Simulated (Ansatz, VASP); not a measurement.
HfB2 in VASP and in Ansatz

```
CELL_PARAMETERS angstrom
3.14531 0.00000 0.00000
-1.57266 2.72392 0.00000
0.00000 0.00000 3.48677
ATOMIC_POSITIONS crystal
Hf 0.00000 0.00000 0.00000
B 0.33333 0.66667 0.50000
B 0.66667 0.33333 0.50000
```

Alike in both runs: functional PBE; k mesh 14 × 14 × 12; occupations gaussian, width 0.05 eV; no spin polarisation.

Ansatz relaxed the structure, and its values are those at the end. VASP's run is a single point on that final structure, the one shown.

|  | VASP | Ansatz |
| --- | --- | --- |
| version | VASP 6.6.1 | Ansatz 0.2.0 |
| potentials or method | VASP PAW PBE potentials, release 64 (Hf_pv, B), cutoff 520 eV | scalar-relativistic, plane waves, PAW |
| valence electrons in the cell | 16 | 32 |

|  | VASP | Ansatz | Ansatz less VASP |
| --- | --- | --- | --- |
| gap on the k mesh at the Fermi level (eV) | none | none | - |
| pressure (GPa) | -0.4 | 0.0 | +0.38 |

A gap of «none» marks a metal or a gap that the smearing closes. With one functional, cell and mesh, what is left measures potentials, basis and numerics. VASP's potentials hold 16 valence electrons a cell and Ansatz's 32, so a difference there can come from the potentials and not from the codes.

Neither program's run includes spin-orbit coupling.
